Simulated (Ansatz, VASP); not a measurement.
## One calculation of Os3C, two programs

```
CELL_PARAMETERS angstrom
3.73534 0.00000 0.00000
0.00000 3.73534 0.00000
0.00000 0.00000 3.73534
ATOMIC_POSITIONS crystal
Os 0.00000 0.50000 0.50000
Os 0.50000 0.00000 0.50000
Os 0.50000 0.50000 0.00000
C 0.00000 0.00000 0.00000
```

Alike in both runs: functional r2SCAN; k mesh 6 × 6 × 6; occupations gaussian, width 0.1 eV; no spin polarisation.

Ansatz relaxed the structure, and its values are those at the end. VASP's run is a single point on that final structure, the one shown.

|  | VASP | Ansatz |
| --- | --- | --- |
| version | VASP 6.6.1 | Ansatz 0.2.0 |
| potentials or method | VASP PAW PBE potentials, release 64 (Os, C), cutoff 520 eV | scalar-relativistic, plane waves, PAW |
| valence electrons in the cell | 28 | 52 |

VASP gave:

- gap on the k mesh at the Fermi level (eV): none
- pressure (GPa): 1.5

Problem. What did Ansatz give for the same quantities?

Solution. gap on the k mesh at the Fermi level (eV): none; pressure (GPa): 0.1.

VASP's potentials were made for PBE, not for r2SCAN. A gap of «none» marks a metal or a gap that the smearing closes. VASP's potentials hold 28 valence electrons a cell and Ansatz's 52, so a difference there can come from the potentials and not from the codes.

Spin-orbit coupling is off throughout.
